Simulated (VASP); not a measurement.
# CdCo2 (Fd-3m) in VASP: notebook, part 2 of 2

VASP 6.6.1. The steps go on from the part before.

### Step 3. Single point, PBE, collinear spin, ferromagnetic start

This run uses another cell than the first one, of 14.77 Å³/atom.

File INCAR:

```
ALGO = Normal ; EDIFF = 1E-7
ENCUT = 520 ; GGA = PE
ISIF = 2 ; ISMEAR = 0
ISPIN = 2 ; LASPH = T
LCHARG = F ; LMAXMIX = 4
LORBIT = 11 ; LREAL = F
LWAVE = F ; MAGMOM = 0 0 3 3 3 3
NBANDS = 43 ; NELM = 150
PREC = Accurate ; SIGMA = 0.1
```

File KPOINTS:

```
k-points
0
Gamma
  4 4 4
```

File POSCAR:

```
CdCo2
1.0
    0.0000000000      3.5384218881      3.5384218881
    3.5384218881      0.0000000000      3.5384218881
    3.5384218881      3.5384218881      0.0000000000
Cd Co
2 4
Direct
    0.0000000000      0.0000000000      0.0000000000
    0.2500000000      0.2500000000      0.2500000000
    0.6250000000      0.6250000000      0.6250000000
    0.1250000000      0.6250000000      0.6250000000
    0.6250000000      0.6250000000      0.1250000000
    0.6250000000      0.1250000000      0.6250000000
```

Potentials or basis: VASP PAW PBE potentials, release 64 (Cd, Co).

On the command line:

```console
> cat potpaw_PBE.64/Cd/POTCAR potpaw_PBE.64/Co/POTCAR > POTCAR
> mpirun -np 1 vasp_std > vasp.out
```

OUTCAR:

```text
EDIFF = 1E-7
   ENCUT = 520
   GGA = PE
   ISIF = 2
   ISMEAR = 0
   ISPIN = 2
   LASPH = T
   LORBIT = 11
   LREAL = F
   NELM = 150
   PREC = Accurate

 ion  position               nearest neighbor table
   1  0.000  0.000  0.000-   3 2.93   5 2.93   6 2.93   3 2.93   4 2.93   5 2.93   3 2.93   4 2.93
                             6 2.93   4 2.93   5 2.93   6 2.93   2 3.06   2 3.06   2 3.06   2 3.06
   2  0.250  0.250  0.250-   4 2.93   5 2.93   6 2.93   3 2.93   4 2.93   6 2.93   3 2.93   4 2.93
                             5 2.93   3 2.93   5 2.93   6 2.93   1 3.06   1 3.06   1 3.06   1 3.06
   3  0.625  0.625  0.625-   4 2.50   5 2.50   6 2.50   5 2.50   6 2.50   4 2.50   1 2.93   2 2.93
                             1 2.93   2 2.93   1 2.93   2 2.93
   4  0.125  0.625  0.625-   3 2.50   5 2.50   6 2.50   3 2.50   5 2.50   6 2.50   2 2.93   1 2.93
[... 956 lines left out ...]
      4.42303      4.42303      4.42303         0.000000      0.000000      0.000000
      4.42303      2.65382      2.65382         0.000000      0.000000      0.000000
      2.65382      2.65382      4.42303         0.000000     -0.000000      0.000000
      2.65382      4.42303      2.65382         0.000000     -0.000000      0.000000
 -----------------------------------------------------------------------------------
    total drift:                                0.000000      0.000000      0.000000

  FREE ENERGIE OF THE ION-ELECTRON SYSTEM (eV)
  ---------------------------------------------------
  free  energy   TOTEN  =       -28.2096995880 eV

  energy  without entropy=      -28.1617220904  energy(sigma->0) =      -28.18571084

 total charge

# of ion       s       p       d       tot
------------------------------------------
    1        0.461   0.358   9.498  10.317
    2        0.461   0.358   9.498  10.317
    3        0.437   0.383   7.263   8.084
    4        0.437   0.383   7.263   8.084
    5        0.437   0.383   7.263   8.084
    6        0.437   0.383   7.263   8.084
--------------------------------------------------
tot          2.672   2.249  48.049  52.970

 magnetization (x)

# of ion       s       p       d       tot
------------------------------------------
    1       -0.017  -0.047  -0.007  -0.071
    2       -0.017  -0.047  -0.007  -0.071
    3       -0.006  -0.030   1.515   1.478
    4       -0.006  -0.030   1.515   1.478
    5       -0.006  -0.030   1.515   1.478
    6       -0.006  -0.030   1.515   1.478
--------------------------------------------------
tot         -0.058  -0.215   6.045   5.772
```

stdout:

```text
POSCAR found type information on POSCAR CdCo
 POSCAR found :  2 types and       6 ions
 scaLAPACK will be used
 LDA part: xc-table for (Slater+PW92), standard interpolation
 POSCAR, INCAR and KPOINTS ok, starting setup
 FFT: planning ... GRIDC
 FFT: planning ... GRID_SOFT
 FFT: planning ... GRID
 WAVECAR not read
 entering main loop
```

It took 82 s on 1 thread of Intel Xeon Platinum 8488C (Sapphire Rapids), shared host; peak memory 0.3 GiB.

What came out:

```yaml
Free_energy: -28.2097 eV
Pressure: -7.5 GPa
Net_moment: 5.49 μB per cell
Site_moments: Cd -0.07; Co +1.48 μB
Valence_electrons_inside_the_program's_atomic_spheres: Cd 10.32; Co 8.08
```

Levels at points of the mesh, in eV from the Fermi level:
Spin up:
| k point | band 29 | band 30 | band 31 | band 32 | band 33 | band 34 | band 35 | band 36 |
| --- | --- | --- | --- | --- | --- | --- | --- | --- |
| (0.00, 0.00, 0.00) | -0.44 | -0.44 | -0.44 | 0.18 | 1.05 | 1.05 | 1.05 | 3.66 |
| (0.50, 0.00, 0.00) | -1.53 | -1.45 | -1.45 | -0.44 | 0.62 | 0.89 | 0.89 | 2.66 |
| (0.50, 0.50, 0.00) | -1.47 | -1.47 | -1.45 | -1.45 | 0.09 | 0.09 | 0.35 | 0.35 |
Spin down:
```
           k point  band 22  band 23  band 24  band 25  band 26  band 27  band 28  band 29  band 30  band 31
(0.00, 0.00, 0.00)     0.12     0.12     0.12     0.17     0.17     0.17     0.31     0.31     0.98     0.98
(0.50, 0.00, 0.00)    -1.23    -1.05    -1.05    -0.57    -0.57     0.08     0.14     0.14     0.27     0.27
(0.50, 0.50, 0.00)    -1.14    -1.00    -1.00    -0.82    -0.82    -0.39    -0.39     0.11     0.11     0.29
```

Caveat: the k points lie up to 0.38 Å⁻¹ apart.

### Step 4. Relaxation of cell and atoms, PBE, collinear spin, ferromagnetic start

This run uses another cell than the first one, of 14.77 Å³/atom.

File INCAR:

```
SYSTEM = CdCo2
PREC = Accurate ; ENCUT = 600
EDIFF = 1E-6 ; ISMEAR = 0
SIGMA = 0.1 ; LREAL = .False.
LASPH = .True. ; NELM = 150
ALGO = Fast ; ISIF = 3
LWAVE = .False. ; LCHARG = .False.
ISPIN = 2 ; MAGMOM = 0 0 1.67 1.67 1.67 1.67
LORBIT = 11 ; LMAXMIX = 4
GGA = PE ; IBRION = 2
NSW = 90 ; EDIFFG = -0.04
```

File KPOINTS:

```
Automatic mesh
0
Gamma
  4 4 4
  0 0 0
```

POSCAR is that of step 3.

On the command line:

```console
> cat potpaw_PBE.64/Cd/POTCAR potpaw_PBE.64/Co/POTCAR > POTCAR
> mpirun -np 1 vasp_std > vasp.out
```

It took 3.3 min on 1 thread of Intel Xeon Platinum 8488C (Sapphire Rapids), shared host; peak memory 0.31 GiB.

The run converged. Its results:

```yaml
Free_energy: -28.3443 eV
Relaxed_volume: 13.87 Å³/atom
Relaxed_cell: a = 4.901 Å, b = 4.901 Å, c = 4.901 Å, α = 60.00°, β = 60.00°, γ = 60.00°
Space_group_after_relaxing_to_0.1_Å: Fd-3m (No. 227)
Energy_gained_by_relaxing: 22.7 meV/atom
Ionic_steps: 3
Pressure_after_relaxing: 0.0 GPa
Net_moment: 5.47 μB per cell
Site_moments: Cd -0.07; Co +1.45 μB
Valence_electrons_inside_the_program's_atomic_spheres: Cd 10.37; Co 8.18
```

The path:
| step | energy change (eV) | largest force (eV/Å) | pressure (GPa) | volume (Å³) |
| --- | --- | --- | --- | --- |
| 1 | 0.0000 | 0.0000 | -7.60 | 88.61 |
| 2 | -0.0723 | 0.0000 | 6.45 | 79.93 |
| 3 | -0.1361 | 0.0000 | -0.02 | 83.25 |

Final structure:
```yaml
crystal:
  lattice:
    - [0.00000, 3.46563, 3.46563]
    - [3.46563, 0.00000, 3.46563]
    - [3.46563, 3.46563, 0.00000]
  atoms:
    - { symbol: Cd, position: [0.00000, 0.00000, 0.00000] }
    - { symbol: Cd, position: [0.25000, 0.25000, 0.25000] }
    - { symbol: Co, position: [0.62500, 0.62500, 0.62500] }
    - { symbol: Co, position: [0.12500, 0.62500, 0.62500] }
    - { symbol: Co, position: [0.62500, 0.62500, 0.12500] }
    - { symbol: Co, position: [0.62500, 0.12500, 0.62500] }
```

Levels at points of the mesh, in eV from the Fermi level:
Spin up:
```
           k point  band 29  band 30  band 31  band 32  band 33  band 34  band 35  band 36
(0.00, 0.00, 0.00)    -0.32    -0.32    -0.32     0.22     1.10     1.10     1.10     4.10
(0.50, 0.00, 0.00)    -1.50    -1.41    -1.41    -0.32     0.74     0.95     0.95     3.04
(0.50, 0.50, 0.00)    -1.44    -1.44    -1.40    -1.40     0.26     0.26     0.48     0.48
```
Spin down:
| k point | band 24 | band 25 | band 26 | band 27 | band 28 | band 29 |
| --- | --- | --- | --- | --- | --- | --- |
| (0.00, 0.00, 0.00) | 0.18 | 0.18 | 0.18 | 0.19 | 0.33 | 0.33 |
| (0.50, 0.00, 0.00) | -1.13 | -0.60 | -0.60 | 0.07 | 0.15 | 0.15 |
| (0.50, 0.50, 0.00) | -1.09 | -0.87 | -0.87 | -0.44 | -0.44 | 0.12 |

Caveat: the k points lie up to 0.39 Å⁻¹ apart in the final cell.

### Step 5. The runs side by side

```tsv
task	cell	cutoff (eV)	gap on the mesh (eV)	pressure (GPa)	moment (μB)
single point	a = 4.902 Å, angles 60.0°, 6 atoms	520	none	0.0	5.47
single point	a = 5.004 Å, angles 60.0°, 6 atoms	520	none	-7.5	5.49
relaxation of cell and atoms	relaxed from a = 5.004 Å, angles 60.0°, 6 atoms	600	none	0.0	5.47
```

Alike in all rows: level PBE; potentials or basis VASP PAW PBE potentials, release 64 (Cd, Co); spin collinear, ferromagnetic start; k mesh 4 × 4 × 4; smearing gaussian 0.1 eV.

Caveats: all runs use coarse meshes.

Total energies depend on the potentials used, so only differences within one code and one set of settings carry meaning.
